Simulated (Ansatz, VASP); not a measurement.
# Mg in VASP and in Ansatz

Contents of INCAR:

```
SYSTEM = Mg
PREC = Accurate
ENCUT = 600
EDIFF = 1E-7
ISMEAR = 0
SIGMA = 0.1
LREAL = .FALSE.
LASPH = .TRUE.
NELM = 80
ALGO = Normal
ISIF = 3
LWAVE = .FALSE.
LCHARG = .FALSE.
GGA = PS
IBRION = 2
NSW = 100
EDIFFG = -0.01
```

KPOINTS

```
Automatic mesh
0
G
  18 18 18
  0 0 0
```

The input POSCAR:

```
Mg
1.0
    3.0154210194      0.0000000000      0.0000000000
    0.0000000000      3.0154210194      0.0000000000
    0.0000000000      0.0000000000      3.0154210194
Mg
1
Direct
    0.0000000000      0.0000000000      0.0000000000
```

Input for Ansatz:

```yaml
crystal:
  lattice:
    - [3.0154210194, 0.0, 0.0]
    - [0.0, 3.0154210194, 0.0]
    - [0.0, 0.0, 3.0154210194]
  atoms:
    - { symbol: Mg, position: [0.0, 0.0, 0.0] }
basis:
  ecutwfc: 420
kpoints:
  mp_grid: { grid: [18, 18, 18] }
hamiltonian:
  xc: pbesol
scf:
  occupations: { method: gaussian, width: 0.1 }
output:
  forces: true
  stress: true
  eigenvalues: true
relax:
  adjacent_minimum: "off"
  f_tol: 0.01
  max_steps: 80
  cell: { stress_tol: 0.05 }
```

Alike in both runs: task relaxation of cell and atoms; functional PBEsol; k mesh 18 × 18 × 18; occupations gaussian, width 0.1 eV; no spin polarisation.

```csv
,VASP,Ansatz
version,VASP 6.6.1,Ansatz 0.2.0
potentials or method,"VASP PAW PBE potentials, release 64 (Mg), cutoff 600 eV","scalar-relativistic, plane waves, PAW"
valence electrons in the cell,2,10
```

Ansatz gave:

```
gap on the k mesh at the Fermi level, each at its own relaxed structure (eV) : none
relaxed volume (Å³/atom)                                                     : 26.88
relaxed cell length with the largest relative difference (Å)                 : 2.996
```

Question: Which values does VASP return?

Answer: gap on the k mesh at the Fermi level, each at its own relaxed structure (eV): none; relaxed volume (Å³/atom): 26.87; relaxed cell length with the largest relative difference (Å): 2.995.

VASP's potentials were made for PBE, not for PBEsol. A gap of «none» marks a metal or a gap that the smearing closes. VASP's potentials hold 2 valence electrons a cell and Ansatz's 10, so a difference there can come from the potentials and not from the codes.
